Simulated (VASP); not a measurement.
Write the native input for VASP 6.6.1 that does the following.

```
Task                   : single point
Functional             : PBE
Potentials or basis    : VASP PAW PBE potentials, release 64 (Cu)
Cutoff                 : 520 eV
k mesh                 : 30 × 30 × 30
Occupations            : gaussian, width 0.1 eV
Spin                   : no spin polarisation
Dipole correction      : no
Further INCAR settings : ALGO = Fast; EDIFF = 1e-06; NBANDS = 12
```

The structure of Cu lies in POSCAR:

```
Cu
1.0
   -1.2699177702      1.2699177702      1.7971229497
    1.2699177702     -1.2699177702      1.7971229497
    1.2699177702      1.2699177702     -1.7971229497
Cu
1
Direct
    0.0000000000      0.0000000000      0.0000000000
```

One way to write it, as run:

INCAR

```
SYSTEM = Cu
PREC = Accurate
ENCUT = 520
EDIFF = 1E-6
ISMEAR = 0
SIGMA = 0.1
LREAL = .FALSE.
LASPH = .TRUE.
NELM = 60
ALGO = Fast
ISIF = 2
LWAVE = .FALSE.
LCHARG = .TRUE.
GGA = PE
LELF = .TRUE.
LVHAR = .TRUE.
NBANDS = 12
```

KPOINTS

```
Automatic mesh
0
G
  30 30 30
  0 0 0
```

Potentials or basis: VASP PAW PBE potentials, release 64 (Cu).

The run is started by

```console
$ cat potpaw_PBE.64/Cu/POTCAR > POTCAR
$ mpirun -np 1 vasp_std > vasp.out
```

It gave:

```yaml
Pressure: 5.1 GPa
Band_gap_on_the_k_mesh: zero (an odd number of electrons rules out a gap without spin polarisation)
```

Caveat: the cell stands under pressure.

Run time: 2.3 min on 1 thread of Intel(R) Xeon(R) 6975P-C (Granite Rapids), with other jobs on the host, peak memory 0.37 GiB.
